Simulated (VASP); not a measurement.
# ScAs5 (F-43m) in VASP: single point with PBE

Aim: the single point of ScAs5 with PBE.

All numbers are computed with VASP 6.6.1; they aren't measurements. Logs are shortened: lines on timing, memory, paths and dates and some standing lists are left out, and cuts for length are marked.

## Step 1: The cell of the first run

The structure is cubic, space group F-43m (No. 216). The conventional cell has a = 8.121 Å, b = 8.121 Å, c = 8.121 Å, α = 90.00°, β = 90.00°, γ = 90.00°. Sc (site symmetry -43m) has 16 As at 3.37 to 3.52 Å within 4.4 Å. As (site symmetry 3m) has 9 As at 2.87 to 3.37 Å and 3 Sc at 3.37 Å within 3.8 Å. Within 4.4 Å of As (site symmetry -43m) lie 12 As at 3.37 Å and 4 Sc at 3.52 Å.

The cell was built from a structure type or drawn by symmetry, and may not be a known phase.

## Step 2: Single point, PBE

The input, INCAR:

```
SYSTEM = ScAs5
ALGO = Normal
EDIFF = 1E-6
ENCUT = 520
GGA = PE
ISIF = 2
ISMEAR = 0
LASPH = .True.
LCHARG = .False.
LREAL = .False.
LWAVE = .False.
NBANDS = 27
NELM = 100
PREC = Accurate
SIGMA = 0.1
```

The input, KPOINTS:

```
k-points
0
Gamma
  4 4 4
  0 0 0
```

The input, POSCAR:

```
ScAs5
1.0
    0.0000000000      4.0602516300      4.0602516300
    4.0602516300      0.0000000000      4.0602516300
    4.0602516300      4.0602516300      0.0000000000
Sc As
1 5
Direct
    0.0000000000      0.0000000000      0.0000000000
    0.3750000000      0.3750000000      0.8750000000
    0.3750000000      0.8750000000      0.3750000000
    0.8750000000      0.3750000000      0.3750000000
    0.3750000000      0.3750000000      0.3750000000
    0.7500000000      0.7500000000      0.7500000000
```

Potentials or basis: VASP PAW PBE potentials, release 64 (Sc_sv, As).

Command:

```sh
$ cat potpaw_PBE.64/Sc_sv/POTCAR potpaw_PBE.64/As/POTCAR > POTCAR
$ mpirun -np 1 vasp_std > vasp.out
```

OUTCAR:

```text
SYSTEM = ScAs5
   EDIFF = 1E-6
   ENCUT = 520
   GGA = PE
   ISIF = 2
   ISMEAR = 0
   LASPH = .True.
   LREAL = .False.
   NELM = 100
   PREC = Accurate

 ion  position               nearest neighbor table
   1  0.000  0.000  0.000-
   2  0.375  0.375  0.875-   5 2.87   3 2.87   4 2.87   5 2.87   3 2.87   4 2.87
   3  0.375  0.875  0.375-   5 2.87   2 2.87   2 2.87   4 2.87   5 2.87   4 2.87
   4  0.875  0.375  0.375-   5 2.87   2 2.87   3 2.87   2 2.87   3 2.87   5 2.87
   5  0.375  0.375  0.375-   2 2.87   3 2.87   4 2.87   2 2.87   3 2.87   4 2.87
   6  0.750  0.750  0.750-

  LATTYP: Found a face centered cubic cell.
 ALAT       =     8.1205032600

  Lattice vectors:

 A1 = (   0.0000000000,   4.0602516300,   4.0602516300)
 A2 = (   4.0602516300,   0.0000000000,   4.0602516300)
 A3 = (   4.0602516300,   4.0602516300,   0.0000000000)

Analysis of symmetry for initial positions (statically):
=====================================================================
 Subroutine PRICEL returns:
 Original cell was already a primitive cell.

 Routine SETGRP: Setting up the symmetry group for a
 face centered cubic supercell.

 Subroutine GETGRP returns: Found 24 space group operations
 (whereof 24 operations were pure point group operations)
 out of a pool of 48 trial point group operations.

The static configuration has the point symmetry T_d .

Analysis of symmetry for dynamics (positions and initial velocities):
=====================================================================
 Subroutine PRICEL returns:
 Original cell was already a primitive cell.

 Routine SETGRP: Setting up the symmetry group for a
 face centered cubic supercell.

 Subroutine GETGRP returns: Found 24 space group operations
 (whereof 24 operations were pure point group operations)
 out of a pool of 48 trial point group operations.

The dynamic configuration has the point symmetry T_d .

 Subroutine INISYM returns: Found 24 space group operations
 (whereof 24 operations are pure point group operations),
 and found     1 'primitive' translations

----------------------------------------------------------------------------------------

                                     Primitive cell

  volume of cell :     133.8717

  direct lattice vectors                    reciprocal lattice vectors
     0.000000000  4.060251630  4.060251630    -0.123145077  0.123145077  0.123145077
     4.060251630  0.000000000  4.060251630     0.123145077 -0.123145077  0.123145077
     4.060251630  4.060251630  0.000000000     0.123145077  0.123145077 -0.123145077

  length of vectors
     5.742062922  5.742062922  5.742062922     0.213293530  0.213293530  0.213293530

  position of ions in fractional coordinates (direct lattice)
     0.000000000  0.000000000  0.000000000
     0.375000000  0.375000000  0.875000000
     0.375000000  0.875000000  0.375000000
     0.875000000  0.375000000  0.375000000
     0.375000000  0.375000000  0.375000000
     0.750000000  0.750000000  0.750000000

  ion indices of the primitive-cell ions
   primitive index   ion index
                 1           1
                 2           2
                 3           3
                 4           4
                 5           5
                 6           6

----------------------------------------------------------------------------------------

 KPOINTS: k-points

Automatic generation of k-mesh.
 Grid dimensions read from file:
 generate k-points for:    4    4    4

 Generating k-lattice:

  Cartesian coordinates                     Fractional coordinates (reciprocal lattice)
    -0.030786269  0.030786269  0.030786269     0.250000000  0.000000000  0.000000000
     0.030786269 -0.030786269  0.030786269     0.000000000  0.250000000  0.000000000
     0.030786269  0.030786269 -0.030786269     0.000000000  0.000000000  0.250000000

  Length of vectors
     0.053323383  0.053323383  0.053323383

  Shift w.r.t. Gamma in fractional coordinates (k-lattice)
     0.000000000  0.000000000  0.000000000

 Subroutine IBZKPT returns following result:
 ===========================================

 Found      8 irreducible k-points:

 Following reciprocal coordinates:
            Coordinates               Weight
  0.000000  0.000000  0.000000      1.000000
  0.250000  0.000000  0.000000      8.000000
  0.500000  0.000000  0.000000      4.000000
  0.250000  0.250000  0.000000      6.000000
  0.500000  0.250000  0.000000     24.000000
 -0.250000  0.250000  0.000000     12.000000
  0.500000  0.500000  0.000000      3.000000
 -0.250000  0.500000  0.250000      6.000000
   k-points           NKPTS =      8   k-points in BZ     NKDIM =      8   number of bands    NBANDS=     27
   number of dos      NEDOS =    301   number of ions     NIONS =      6
   total plane-waves  NPLWV = 110592
   dimension x,y,z NGX =    48 NGY =   48 NGZ =   48
   dimension x,y,z NGXF=    96 NGYF=   96 NGZF=   96
   ions per type =               1   5
   NGX,Y,Z   is equivalent  to a cutoff of  13.90, 13.90, 13.90 a.u.
   NGXF,Y,Z  is equivalent  to a cutoff of  27.79, 27.79, 27.79 a.u.
 SYSTEM =  ScAs5
   PREC   = accura    normal or accurate (medium, high low for compatibility)
   ISTART =      0    job   : 0-new  1-cont  2-samecut
   ICHARG =      2    charge: 1-file 2-atom 10-const
   ISPIN  =      1    spin polarized calculation?
   LNONCOLLINEAR =      F non collinear calculations
   LSORBIT =      F    spin-orbit coupling
   LASPH  =      T    aspherical Exc in radial PAW
   ENCUT  =  520.0 eV  38.22 Ry    6.18 a.u.  10.68 10.68 10.68*2*pi/ulx,y,z
   NELM   =    100;   NELMIN=  2; NELMDL= -5     # of ELM steps
   EDIFF  = 0.1E-05   stopping-criterion for ELM
   LREAL  =      F    real-space projection
   EDIFFG = 0.1E-04   stopping-criterion for IOM
   NSW    =      0    number of steps for IOM
   IBRION =     -1    ionic relax: 0-MD 1-quasi-New 2-CG
   NFREE  =      0    steps in history (QN), initial steepest desc. (CG)
   ISIF   =      2    stress and relaxation
   ISYM   =      2    0-nonsym 1-usesym 2-fastsym
   POTIM  = 0.5000    time-step for ionic-motion
   TEBEG  =    0.0;   TEEND  =   0.0 temperature during run
   PSTRESS=    0.0 pullay stress
   NELECT =      36.0000    total number of electrons
   NUPDOWN=      -1.0000    fix difference up-down
   EMIN   =  10.00;   EMAX   =-10.00  energy-range for DOS
   EFERMI =   0.00;   METHOD = LEGACY
   ISMEAR =     0;   SIGMA  =   0.10  broadening in eV -4-tet -1-fermi 0-gaus
   EFERMI_NEDOS =   21; number of points for ismear=-14 and -15
   IALGO  =     38    algorithm
   IMIX   =      4    mixing-type and parameters
     AMIX     =   0.40;   BMIX     =  1.00
     AMIX_MAG =   1.60;   BMIX_MAG =  1.00
  volume/ion in A,a.u.               =      22.31       150.57
  Fermi-wavevector in a.u.,A,eV,Ry     =   1.056686  1.996847 15.192072  1.116586
  Thomas-Fermi vector in A             =   2.191931
   LORBIT       =      0    0 simple, 1 ext, 2 COOP (PROOUT), +10 PAW based schemes
   GGA     = PE    functional components
   LHFCALC =     F    Hartree Fock is set to
   AEXX    =    0.0000 exact exchange contribution
   IVDW    =     0    specifies the selected vdW correction
   LEPSILON=     F    determine dielectric tensor
   LRPA    =     F    only Hartree local field effects (RPA)
 non-spin polarized calculation
 Gauss-broadening in eV      SIGMA  =   0.10
  energy-cutoff  :      520.00
  volume of cell :      133.87
 maximum number of plane-waves:      3647
 NGX is ok and might be reduce to    48
   NGX = 21   NGY = 21   NGZ = 21

 number of electron      36.0000004 magnetization

 Free energy of the ion-electron system (eV)
  ---------------------------------------------------
  ext. energy  EPLUGINS =         0.00000000
  ---------------------------------------------------
  free energy    TOTEN  =       -29.01621590 eV

  energy without entropy =      -29.00268907  energy(sigma->0) =      -29.00945248

 E-fermi :   4.9637     XC(G=0): -10.0633

 val. band max:        4.9457635930   @ k =  -0.2500   0.2500   0.0000
 cond. band min:       5.1562858921   @ k =   0.5000   0.0000   0.0000
 fundamental gap:      0.2105222991
 Fermi energy:         4.9636709967

 k-point     1 :       0.0000    0.0000    0.0000
  band No.  band energies     occupation
      1     -45.8284      2.00000
      2     -24.4047      2.00000
      3     -24.4047      2.00000
      4     -24.4047      2.00000
      5      -9.0510      2.00000
      6      -4.6039      2.00000
[... 19 lines left out ...]
     26       8.2163      0.00000
     27       8.2163      0.00000

 k-point     2 :       0.2500    0.0000    0.0000
  band No.  band energies     occupation
      1     -45.8284      2.00000
      2     -24.4051      2.00000
      3     -24.4047      2.00000
      4     -24.4047      2.00000
      5      -8.7331      2.00000
      6      -5.7184      2.00000
[... 19 lines left out ...]
     26       7.1901      0.00000
     27       8.1951      0.00000

 k-point     3 :       0.5000    0.0000    0.0000
  band No.  band energies     occupation
      1     -45.8284      2.00000
      2     -24.4055      2.00000
      3     -24.4048      2.00000
      4     -24.4048      2.00000
      5      -8.1762      2.00000
      6      -6.8229      2.00000
[... 19 lines left out ...]
     26       6.9318      0.00000
     27       7.8558      0.00000

 k-point     4 :       0.2500    0.2500    0.0000
  band No.  band energies     occupation
      1     -45.8284      2.00000
      2     -24.4051      2.00000
      3     -24.4048      2.00000
      4     -24.4048      2.00000
      5      -8.6182      2.00000
      6      -5.7524      2.00000
[... 19 lines left out ...]
     26       7.2890      0.00000
     27       7.4727      0.00000

 k-point     5 :       0.5000    0.2500    0.0000
  band No.  band energies     occupation
      1     -45.8284      2.00000
      2     -24.4054      2.00000
      3     -24.4050      2.00000
      4     -24.4049      2.00000
      5      -7.9966      2.00000
      6      -6.7815      2.00000
[... 19 lines left out ...]
     26       7.3227      0.00000
     27       7.5671      0.00000

 k-point     6 :      -0.2500    0.2500    0.0000
  band No.  band energies     occupation
      1     -45.8284      2.00000
      2     -24.4053      2.00000
      3     -24.4050      2.00000
      4     -24.4048      2.00000
      5      -8.2517      2.00000
      6      -6.4313      2.00000
[... 19 lines left out ...]
     26       7.4645      0.00000
     27       7.6829      0.00000

 k-point     7 :       0.5000    0.5000    0.0000
  band No.  band energies     occupation
      1     -45.8284      2.00000
      2     -24.4055      2.00000
      3     -24.4050      2.00000
      4     -24.4050      2.00000
      5      -7.4475      2.00000
      6      -7.3894      2.00000
[... 19 lines left out ...]
     26       7.3075      0.00000
     27       7.3212      0.00000

 k-point     8 :      -0.2500    0.5000    0.2500
  band No.  band energies     occupation
      1     -45.8284      2.00000
      2     -24.4053      2.00000
      3     -24.4052      2.00000
      4     -24.4050      2.00000
      5      -7.3836      2.00000
      6      -7.3722      2.00000
[... 19 lines left out ...]
     26       6.8148      0.00000
     27       7.6405      0.00000

------------------------ aborting loop because EDIFF is reached ----------------------------------------

  FORCE on cell =-STRESS in cart. coord.  units (eV):
  Direction    XX          YY          ZZ          XY          YZ          ZX
  --------------------------------------------------------------------------------------
  -------------------------------------------------------------------------------------
  Total       -6.1970242     -6.1970242     -6.1970242      0.0000000      0.0000000     -0.0000000
  in kB      -74.1660123    -74.1660123    -74.1660123      0.0000000      0.0000000     -0.0000000
  external PRESSURE =     -74.1660123 kB  Pullay stress =       0.0000000 kB

 VOLUME and BASIS-vectors are now :
 -----------------------------------------------------------------------------
  energy-cutoff  :      520.00
  volume of cell :      133.87
      direct lattice vectors                 reciprocal lattice vectors
     0.000000000  4.060251630  4.060251630    -0.123145077  0.123145077  0.123145077
     4.060251630  0.000000000  4.060251630     0.123145077 -0.123145077  0.123145077
     4.060251630  4.060251630  0.000000000     0.123145077  0.123145077 -0.123145077

 POSITION                                       TOTAL-FORCE (eV/Angst)
 -----------------------------------------------------------------------------------
      0.00000      0.00000      0.00000         0.000000      0.000000      0.000000
      5.07531      5.07531      3.04519         0.087291      0.087291     -0.087291
      5.07531      3.04519      5.07531         0.087291     -0.087291      0.087291
      3.04519      5.07531      5.07531        -0.087291      0.087291      0.087291
      3.04519      3.04519      3.04519        -0.087291     -0.087291     -0.087291
      6.09038      6.09038      6.09038         0.000000      0.000000      0.000000
 -----------------------------------------------------------------------------------
    total drift:                               -0.000000     -0.000000     -0.000000

  FREE ENERGIE OF THE ION-ELECTRON SYSTEM (eV)
  ---------------------------------------------------
  free  energy   TOTEN  =       -29.0162158954 eV

  energy  without entropy=      -29.0026890652  energy(sigma->0) =      -29.00945248
```

Wall time 2 min (1 thread of AMD EPYC 7R43 (Zen 3), shared host); peak memory 0.26 GiB.

Results:

```
Free energy            : -29.0162 eV
Pressure               : -7.4 GPa
Band gap on the k mesh : zero (bands 18 and 19 overlap by 0.67 eV)
```

Levels at points of the mesh, in eV from the Fermi level:
| k point | band 16 | band 17 | band 18 | band 19 | band 20 | band 21 |
| --- | --- | --- | --- | --- | --- | --- |
| (0.00, 0.00, 0.00) | -0.98 | -0.98 | -0.98 | 1.38 | 1.58 | 1.58 |
| (0.50, 0.00, 0.00) | -1.22 | -1.22 | -1.12 | 0.19 | 0.93 | 0.93 |
| (0.50, 0.50, 0.00) | -1.21 | -1.21 | -0.78 | -0.68 | -0.02 | 0.33 |

Caveat: the cell stands under tension.
